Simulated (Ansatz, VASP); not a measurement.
**Al in VASP and in Ansatz**

Contents of INCAR:

```
PREC     = Accurate       # precision mode
ENCUT    = 520            # plane-wave cutoff, eV
EDIFF    = 1E-7           # SCF threshold, eV
ISMEAR   = 0              # smearing method
SIGMA    = 0.15           # smearing width, eV
LREAL    = False          # projectors in reciprocal space
LASPH    = True           # aspherical terms in the spheres
NELM     = 80             # most SCF steps
ALGO     = Normal         # electronic algorithm
ISIF     = 2              # what is computed and relaxed
LWAVE    = False          # write WAVECAR
LCHARG   = True           # write CHGCAR
GGA      = PE             # functional
IVDW     = 12             # dispersion correction
LELF     = True           # ELF
LVHAR    = True         
NBANDS   = 8              # bands
```

KPOINTS

```
regular mesh
0
Gamma
  20 20 20
```

POSCAR

```
Al
1.0
    0.0000000000      2.0239800000      2.0846994000
    2.0239800000      0.0000000000      2.0846994000
    2.0239800000      2.0239800000      0.0000000000
Al
1
Direct
    0.0000000000      0.0000000000      0.0000000000
```

Input for Ansatz:

```yaml
crystal:
  lattice:
    - [0.0, 2.02398, 2.0846994]
    - [2.02398, 0.0, 2.0846994]
    - [2.02398, 2.02398, 0.0]
  atoms:
    - { symbol: Al, position: [0.0, 0.0, 0.0] }
basis:
  ecutwfc: 420
kpoints:
  mp_grid: { grid: [20, 20, 20] }
hamiltonian:
  xc: pbe
  dispersion: d3bj
scf:
  occupations: { method: gaussian, width: 0.15 }
output:
  forces: true
  stress: true
  eigenvalues: true
```

Change from the starting cell: strain +0.0300 x Voigt [0, 0, 1, 0, 0, 0], atoms carried along.

Alike in both runs: task single point; functional PBE; dispersion D3(BJ); k mesh 20 × 20 × 20; occupations gaussian, width 0.15 eV; no spin polarisation.

|  | VASP | Ansatz |
| --- | --- | --- |
| version | VASP 6.6.1 | Ansatz 0.2.0 |
| potentials or method | VASP PAW PBE potentials, release 64 (Al), cutoff 520 eV | scalar-relativistic, plane waves, PAW |
| valence electrons in the cell | 3 | 3 |

|  | VASP | Ansatz | Ansatz less VASP |
| --- | --- | --- | --- |
| gap on the k mesh at the Fermi level (eV) | none | none | - |
| pressure (GPa) | -5.7 | -5.6 | +0.03 |
| traceless stress, the component that is largest in VASP (GPa) | -0.94 | -0.94 | -0.006 |

A gap of «none» marks a metal or a gap that the smearing closes.
